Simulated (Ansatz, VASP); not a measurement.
# KI in VASP and in Ansatz

Contents of POSCAR:

```
KI
1.0
    0.0000000000      3.4417737185      3.4417737185
    3.4417737185      0.0000000000      3.4417737185
    3.4417737185      3.4417737185      0.0000000000
K I
1 1
Direct
    0.0000000000      0.0000000000      0.0000000000
    0.5000000000      0.5000000000      0.5000000000
```

The input INCAR.step1:

```
SYSTEM = KI
PREC = Accurate
ENCUT = 520
EDIFF = 1E-5
ISMEAR = 0
SIGMA = 0.01
LREAL = .False.
LASPH = .True.
NELM = 80
ALGO = Normal
ISIF = 2
LWAVE = .True.
LCHARG = .False.
GGA = PE
NBANDS = 15
```

File INCAR.step2:

```
SYSTEM = KI
PREC = Accurate
ENCUT = 520
EDIFF = 1E-7
ISMEAR = 0
SIGMA = 0.01
LREAL = .False.
LASPH = .True.
NELM = 80
ALGO = Normal
ISIF = 2
LWAVE = .False.
LCHARG = .False.
GGA = PE
LHFCALC = .True.
HFSCREEN = 0.2079
PRECFOCK = Normal
ISTART = 1
NBANDS = 15
```

The input KPOINTS:

```
regular mesh
0
Gamma
  4 4 4
  0 0 0
```

Input for Ansatz:

```yaml
crystal:
  lattice:
    - [0.0, 3.4417737185, 3.4417737185]
    - [3.4417737185, 0.0, 3.4417737185]
    - [3.4417737185, 3.4417737185, 0.0]
  atoms:
    - { symbol: K, position: [0.0, 0.0, 0.0] }
    - { symbol: I, position: [0.5, 0.5, 0.5] }
kpoints:
  mp_grid: { grid: [4, 4, 4] }
  band_path:
    path:
      - [0.0, 0.0, 0.0]
      - [0.5, 0.0, 0.5]
      - [0.625, 0.25, 0.625]
      - [0.375, 0.375, 0.75]
      - [0.5, 0.5, 0.5]
      - [0.5, 0.25, 0.75]
    npoints: 1
hamiltonian:
  xc: hse06
scf:
  occupations: { method: fixed }
  n_extra_bands: 4
output:
  forces: true
  stress: true
  eigenvalues: true
```

Change from the starting cell: hydrostatic strain -2.9%.

Alike in both runs: task single point; functional HSE06; k mesh 4 × 4 × 4; no spin polarisation.

|  | VASP | Ansatz |
| --- | --- | --- |
| version | VASP 6.6.1 | Ansatz 0.2.0 |
| potentials or method | VASP PAW PBE potentials, release 64 (K_sv, I) | plane waves, PAW |
| plane-wave cutoff (eV) | 520 | 420 |
| occupations | gaussian, width 0.01 eV | fixed |
| valence electrons in the cell | 16 | 26 |

Ansatz gave:

```
gap on the k mesh at the Fermi level (eV) : 5.18
pressure (GPa)                            : 1.6
```

**Question.** Estimate VASP's values.

**Answer.** gap on the k mesh at the Fermi level (eV): 5.16; pressure (GPa): 1.7.

VASP's potentials hold 16 valence electrons a cell and Ansatz's 26, so a difference there can come from the potentials and not from the codes. Ansatz's warnings: stress exchange threshold loose, stress scf threshold loose.

Spin-orbit coupling is off throughout.
